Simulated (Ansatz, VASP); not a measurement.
# One calculation of SiGe3, two programs

The input POSCAR:

```
SiGe3
1.0
    3.9699077038      0.0000000000      0.0000000000
    0.0000000000      3.9699077038      0.0000000000
    0.0000000000      0.0000000000      5.5939547077
Si Ge
1 3
Direct
    0.0000000000      0.0000000000      0.0000000000
    0.0000000000      0.5000000000      0.2442925744
    0.5000000000      0.5000000000      0.5000000000
    0.5000000000      0.0000000000      0.7557074256
```

INCAR.step1

```
SYSTEM = SiGe3
PREC     = Accurate       ! precision mode
ENCUT    = 520            ! plane-wave cutoff, eV
ISMEAR   = 0              ! smearing method
SIGMA    = 0.01           ! smearing width, eV
LREAL    = .False.        ! projectors in reciprocal space
LASPH    = .True.         ! aspherical terms in the spheres
NELM     = 80             ! most SCF steps
NBANDS   = 31             ! bands
GGA      = PE             ! functional
ALGO     = Normal         ! electronic algorithm
EDIFF    = 1E-4           ! SCF threshold, eV
LWAVE    = .True.         ! write WAVECAR
LCHARG   = .False.        ! write CHGCAR
```

The input INCAR.step2:

```
SYSTEM = SiGe3
PREC     = Accurate       ! precision mode
ENCUT    = 520            ! plane-wave cutoff, eV
EDIFF    = 1E-7           ! SCF threshold, eV
ISMEAR   = 0              ! smearing method
SIGMA    = 0.01           ! smearing width, eV
LREAL    = .False.        ! projectors in reciprocal space
LASPH    = .True.         ! aspherical terms in the spheres
NELM     = 80             ! most SCF steps
ALGO     = Normal         ! electronic algorithm
ISIF     = 2              ! what is computed and relaxed
LWAVE    = .False.        ! write WAVECAR
LCHARG   = .False.        ! write CHGCAR
METAGGA  = R2SCAN         ! meta-GGA
LMIXTAU  = .True.       
NBANDS   = 31             ! bands
ISTART   = 1
```

The input KPOINTS:

```
regular mesh
0
Gamma
  6 6 6
  0 0 0
```

Input for Ansatz:

```yaml
crystal:
  lattice:
    - [3.9699077038, 0.0, 0.0]
    - [0.0, 3.9699077038, 0.0]
    - [0.0, 0.0, 5.5939547077]
  atoms:
    - { symbol: Si, position: [0.0, 0.0, 0.0] }
    - { symbol: Ge, position: [0.0, 0.5, 0.2442925744] }
    - { symbol: Ge, position: [0.5, 0.5, 0.5] }
    - { symbol: Ge, position: [0.5, 0.0, 0.7557074256] }
kpoints:
  mp_grid: { grid: [6, 6, 6] }
  band_path:
    path:
      - [0.0, 0.0, 0.0]
      - [0.0, 0.5, 0.0]
      - [0.5, 0.5, 0.0]
      - [0.0, 0.0, 0.5]
      - [0.0, 0.5, 0.5]
      - [0.5, 0.5, 0.5]
      - [0.0, 0.0, 0.05]
    npoints: 1
hamiltonian:
  xc: r2scan
scf:
  occupations: { method: fixed }
  n_extra_bands: 5
output:
  forces: true
  stress: true
  eigenvalues: true
```

Alike in both runs: task single point; functional r2SCAN; k mesh 6 × 6 × 6; no spin polarisation.

```csv
,VASP,Ansatz
version,VASP 6.6.1,Ansatz 0.2.0
potentials or method,"VASP PAW PBE potentials, release 64 (Si, Ge_d)","plane waves, PAW"
plane-wave cutoff (eV),520,500
occupations,"gaussian, width 0.01 eV",fixed
valence electrons in the cell,46,46
```

Ansatz gave:

| Item | Value |
| --- | --- |
| gap on the k mesh at the Fermi level (eV) | 0.57 |
| pressure (GPa) | 0.0 |
| rms of the force components (eV/Å) | 0.000 |

Q: What did VASP give for the same quantities?

A: gap on the k mesh at the Fermi level (eV): 0.55; pressure (GPa): 0.0; rms of the force components (eV/Å): 0.005.

VASP's potentials were made for PBE, not for r2SCAN. Atom by atom the forces differ by 0.005 eV/Å (rms over components).
